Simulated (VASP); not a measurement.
Runs of VASP 6.6.1 on BN. The structure is that of space group F-43m (No. 216), or close to it. The cells are those of the table. 

```csv
task,cell,k mesh,cutoff (eV),smearing,gap on the mesh (eV),pressure (GPa)
relaxation of cell and atoms,"relaxed from a = 2.563 Å, angles 60.0°, 2 atoms",12 × 12 × 12,600,gaussian 0.02 eV,4.45,0.0
relaxation of cell and atoms,"relaxed from a = 2.726 Å, angles 60.0°, 2 atoms",8 × 8 × 8,600,gaussian 0.1 eV,4.45,0.0
single point,"a = 2.563 Å, angles 60.0°, 2 atoms",8 × 8 × 8,520,gaussian 0.1 eV,4.45,0.2
single point,"a = 2.563 Å, angles 60.0°, 2 atoms",12 × 12 × 12,600,gaussian 0.02 eV,4.45,0.0
single point,"a = 2.726 Å, angles 60.0°, 2 atoms",8 × 8 × 8,520,gaussian 0.1 eV,(a),-48.8
single point,"a = 2.563 Å, angles 60.0°, 2 atoms",12 × 12 × 12,520,gaussian 0.02 eV,4.45,0.2
```

Alike in all rows: level PBE; potentials or basis VASP PAW PBE potentials, release 64 (B, N); no spin polarisation.

**Question.** Fill in the values left out.

**Answer.** (a) 4.23.

Caveats: the relaxation stopped at its first step, so nothing moved (some runs).

A k mesh can miss the band edges.
